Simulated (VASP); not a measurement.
# Ni (I4/mmm) in VASP: notebook, part 2 of 2

VASP 6.6.1. Earlier steps stand in the parts before.

### 5 Single point, PBE, collinear spin, ferromagnetic start (zz strain of -1 %)

File INCAR:

```
SYSTEM = Ni
PREC     = Accurate       ! precision mode
ENCUT    = 520            ! plane-wave cutoff, eV
EDIFF    = 1E-6           ! SCF threshold, eV
ISMEAR   = -1             ! smearing method
SIGMA    = 0.05           ! smearing width, eV
LREAL    = .FALSE.        ! projectors in reciprocal space
LASPH    = .TRUE.         ! aspherical terms in the spheres
NELM     = 150            ! most SCF steps
ALGO     = Normal         ! electronic algorithm
ISIF     = 2              ! what is computed and relaxed
LWAVE    = .FALSE.        ! write WAVECAR
LCHARG   = .FALSE.        ! write CHGCAR
ISPIN    = 2              ! spin polarisation
MAGMOM   = 1.5            ! initial moments
LORBIT   = 11             ! projections on sites
LMAXMIX  = 4              ! l up to which the mixer works
GGA      = PE             ! functional
NBANDS   = 15             ! bands
```

File KPOINTS:

```
Automatic mesh
0
G
  20 20 20
  0 0 0
```

File POSCAR:

```
Ni
1.0
    0.0000000000      1.7679500000      1.7502705000
    1.7679500000      0.0000000000      1.7502705000
    1.7679500000      1.7679500000      0.0000000000
Ni
1
Direct
    0.0000000000      0.0000000000      0.0000000000
```

Potentials or basis: VASP PAW PBE potentials, release 64 (Ni).

Started as:

```
$ cat potpaw_PBE.64/Ni/POTCAR > POTCAR
$ mpirun -np 1 vasp_std > vasp.out
```

OUTCAR:

```text
SYSTEM = Ni
   PREC = Accurate
   ENCUT = 520
   EDIFF = 1E-6
   ISMEAR = -1
   LREAL = .FALSE.
   LASPH = .TRUE.
   NELM = 150
   ISIF = 2
   ISPIN = 2
   LORBIT = 11
   GGA = PE

 ion  position               nearest neighbor table
   1  0.000  0.000  0.000-

  LATTYP: Found a body centered tetragonal cell.
 ALAT       =     2.5002588676
 C/A-ratio  =     1.4000714267

  Lattice vectors:

 A1 = (   0.0000000000,  -1.7679500000,  -1.7502705000)
 A2 = (   0.0000000000,   1.7679500000,  -1.7502705000)
 A3 = (   1.7679500000,   0.0000000000,   1.7502705000)

Analysis of symmetry for initial positions (statically):
=====================================================================
 Subroutine PRICEL returns:
 Original cell was already a primitive cell.

 Routine SETGRP: Setting up the symmetry group for a
 body centered tetragonal supercell.

 Subroutine GETGRP returns: Found 16 space group operations
 (whereof 16 operations were pure point group operations)
 out of a pool of 16 trial point group operations.

The static configuration has the point symmetry D_4h.

Analysis of symmetry for dynamics (positions and initial velocities):
=====================================================================
 Subroutine PRICEL returns:
 Original cell was already a primitive cell.

 Routine SETGRP: Setting up the symmetry group for a
 body centered tetragonal supercell.

 Subroutine GETGRP returns: Found 16 space group operations
 (whereof 16 operations were pure point group operations)
 out of a pool of 16 trial point group operations.

The dynamic configuration has the point symmetry D_4h.

Analysis of structural, dynamic, and magnetic symmetry:
=====================================================================
 Subroutine PRICEL returns:
 Original cell was already a primitive cell.

 Routine SETGRP: Setting up the symmetry group for a
 body centered tetragonal supercell.

 Subroutine GETGRP returns: Found 16 space group operations
 (whereof 16 operations were pure point group operations)
 out of a pool of 16 trial point group operations.

The overall configuration has the point symmetry D_4h.

 Subroutine INISYM returns: Found 16 space group operations
 (whereof 16 operations are pure point group operations),
 and found     1 'primitive' translations

----------------------------------------------------------------------------------------

                                     Primitive cell

  volume of cell :      10.9415

  direct lattice vectors                    reciprocal lattice vectors
     0.000000000  1.767950000  1.750270500    -0.282813428  0.282813428  0.285670129
     1.767950000  0.000000000  1.750270500     0.282813428 -0.282813428  0.285670129
     1.767950000  1.767950000  0.000000000     0.282813428  0.282813428 -0.285670129

  length of vectors
     2.487788983  2.487788983  2.500258868     0.491502078  0.491502078  0.491502078

  position of ions in fractional coordinates (direct lattice)
     0.000000000  0.000000000  0.000000000

  ion indices of the primitive-cell ions
   primitive index   ion index
                 1           1

----------------------------------------------------------------------------------------

 KPOINTS: Automatic mesh

Automatic generation of k-mesh.
 Grid dimensions read from file:
 generate k-points for:   20   20   20

 Generating k-lattice:

[... 69 lines left out ...]
   POTIM  = 0.5000    time-step for ionic-motion
   TEBEG  =    0.0;   TEEND  =   0.0 temperature during run
   PSTRESS=    0.0 pullay stress
   NELECT =      10.0000    total number of electrons
   NUPDOWN=      -1.0000    fix difference up-down
   EMIN   =  10.00;   EMAX   =-10.00  energy-range for DOS
   EFERMI =   0.00;   METHOD = LEGACY
   ISMEAR =    -1;   SIGMA  =   0.05  broadening in eV -4-tet -1-fermi 0-gaus
   EFERMI_NEDOS =   21; number of points for ismear=-14 and -15
   IALGO  =     38    algorithm
   IMIX   =      4    mixing-type and parameters
     AMIX     =   0.40;   BMIX     =  1.00
     AMIX_MAG =   1.60;   BMIX_MAG =  1.00
  volume/ion in A,a.u.               =      10.94        73.84
  Fermi-wavevector in a.u.,A,eV,Ry     =   1.588729  3.002262 34.341914  2.524059
  Thomas-Fermi vector in A             =   2.687688
   LORBIT       =     11    0 simple, 1 ext, 2 COOP (PROOUT), +10 PAW based schemes
   GGA     = PE    functional components
   LHFCALC =     F    Hartree Fock is set to
   AEXX    =    0.0000 exact exchange contribution
   IVDW    =     0    specifies the selected vdW correction
   LEPSILON=     F    determine dielectric tensor
   LRPA    =     F    only Hartree local field effects (RPA)
 spin polarized calculation
  energy-cutoff  :      520.00
  volume of cell :       10.94
 maximum number of plane-waves:       306
   NGX =  9   NGY =  9   NGZ =  9

 number of electron      10.0000009 magnetization       0.6285493

 Free energy of the ion-electron system (eV)
  ---------------------------------------------------
  ext. energy  EPLUGINS =         0.00000000
  ---------------------------------------------------
  free energy    TOTEN  =        -5.47750492 eV

  energy without entropy =       -5.46329526  energy(sigma->0) =       -5.47040009

 E-fermi :   9.2957     XC(G=0): -13.2223

 val. band max:        9.2945587430   @ k =   0.3500   0.2500   0.0500
 cond. band min:       9.2958036138   @ k =  -0.4500   0.1500   0.3500
 fundamental gap:      0.0012448708
 Fermi energy:         9.2956507124

 spin component 1

 k-point     1 :       0.0000    0.0000    0.0000
  band No.  band energies     occupation
      1       0.3260      1.00000
      2       6.8547      1.00000
      3       6.8547      1.00000
      4       6.9144      1.00000
      5       8.0083      1.00000
      6       8.0746      1.00000
      7      32.9752      0.00000
      8      36.7542      0.00000
      9      36.7542      0.00000
     10      36.8608      0.00000
     11      39.6708      0.00000
     12      39.7295      0.00000
     13      39.7295      0.00000
     14      42.6830      0.00000
[... 403 lines left out ...]
      4       7.1351      1.00000
      5       8.3730      1.00000
      6       8.7085      0.99999
      7      18.4124      0.00000
      8      31.0793      0.00000
      9      33.1925      0.00000
     10      34.9446      0.00000
     11      36.9590      0.00000
     12      38.9992      0.00000
     13      43.3138      0.00000
     14      49.8233      0.00000
     15      51.4437      0.00000

 [... further k-points ...]

 spin component 2

 k-point     1 :       0.0000    0.0000    0.0000
  band No.  band energies     occupation
      1       0.2903      1.00000
      2       7.6112      1.00000
      3       7.6112      1.00000
      4       7.6695      1.00000
      5       8.5986      1.00000
      6       8.6617      1.00000
      7      32.8104      0.00000
      8      36.7325      0.00000
      9      36.7325      0.00000
     10      36.8482      0.00000
     11      39.7655      0.00000
     12      39.8324      0.00000
     13      39.8324      0.00000
     14      42.5582      0.00000
[... 403 lines left out ...]
      4       7.6405      1.00000
      5       9.1065      0.97774
      6       9.4025      0.10549
      7      18.6547      0.00000
      8      31.0358      0.00000
      9      33.2002      0.00000
     10      35.0496      0.00000
     11      36.9893      0.00000
     12      39.0197      0.00000
     13      43.3722      0.00000
     14      49.8943      0.00000
     15      51.6463      0.00000

 [... further k-points ...]

------------------------ aborting loop because EDIFF is reached ----------------------------------------

  FORCE on cell =-STRESS in cart. coord.  units (eV):
  Direction    XX          YY          ZZ          XY          YZ          ZX
  --------------------------------------------------------------------------------------
  -------------------------------------------------------------------------------------
  Total       -0.0870092     -0.0870092     -0.0104204      0.0000000      0.0000000      0.0000000
  in kB      -12.7409119    -12.7409119     -1.5258846      0.0000000      0.0000000      0.0000000
  external PRESSURE =      -9.0025695 kB  Pullay stress =       0.0000000 kB

 VOLUME and BASIS-vectors are now :
 -----------------------------------------------------------------------------
  energy-cutoff  :      520.00
  volume of cell :       10.94
      direct lattice vectors                 reciprocal lattice vectors
     0.000000000  1.767950000  1.750270500    -0.282813428  0.282813428  0.285670129
     1.767950000  0.000000000  1.750270500     0.282813428 -0.282813428  0.285670129
     1.767950000  1.767950000  0.000000000     0.282813428  0.282813428 -0.285670129

 POSITION                                       TOTAL-FORCE (eV/Angst)
 -----------------------------------------------------------------------------------
      0.00000      0.00000      0.00000         0.000000      0.000000      0.000000
 -----------------------------------------------------------------------------------
    total drift:                               -0.000000     -0.000000     -0.000000

  FREE ENERGIE OF THE ION-ELECTRON SYSTEM (eV)
  ---------------------------------------------------
  free  energy   TOTEN  =        -5.4775049208 eV

  energy  without entropy=       -5.4632952560  energy(sigma->0) =       -5.47040009

 total charge

# of ion       s       p       d       tot
------------------------------------------
    1        0.495   0.493   8.312   9.300

 magnetization (x)

# of ion       s       p       d       tot
------------------------------------------
    1       -0.006  -0.025   0.673   0.641
```

Wall time 8 min (1 thread of AMD EPYC 7R13, shared host); peak memory 0.23 GiB.

Results:

```yaml
Free_energy: -5.4775 eV
Pressure: -0.9 GPa
Net_moment: 0.63 μB per cell
Site_moments: Ni +0.64 μB
Valence_electrons_inside_the_program's_atomic_spheres: Ni 9.30
```

Caveat: the cell differs from its parent crystal (zz strain of -1 %).

### 6 Summary

| cell | gap on the mesh (eV) | pressure (GPa) | moment (μB) |
| --- | --- | --- | --- |
| a = 2.463, b = 2.463, c = 2.500 Å, angles 59.5, 59.5, 61.0°, 1 atom | none | 3.3 | 0.63 |
| a = 2.475, b = 2.475, c = 2.500 Å, angles 59.7, 59.7, 60.7°, 1 atom | none | 1.1 | 0.63 |
| a = 2.488, b = 2.488, c = 2.475 Å, angles 60.2, 60.2, 59.7°, 1 atom | none | 1.1 | 0.63 |
| a = 2.488, b = 2.488, c = 2.500 Å, angles 59.8, 59.8, 60.3°, 1 atom | none | -0.9 | 0.63 |

Alike in all rows: task single point; level PBE; potentials or basis VASP PAW PBE potentials, release 64 (Ni); spin collinear, ferromagnetic start; k mesh 20 × 20 × 20; cutoff (eV) 520; smearing fermi-dirac 0.05 eV.

Caveats: the cell stands under pressure (at least some runs).

Total energies depend on the potentials used, so only differences within one code and one set of settings carry meaning.
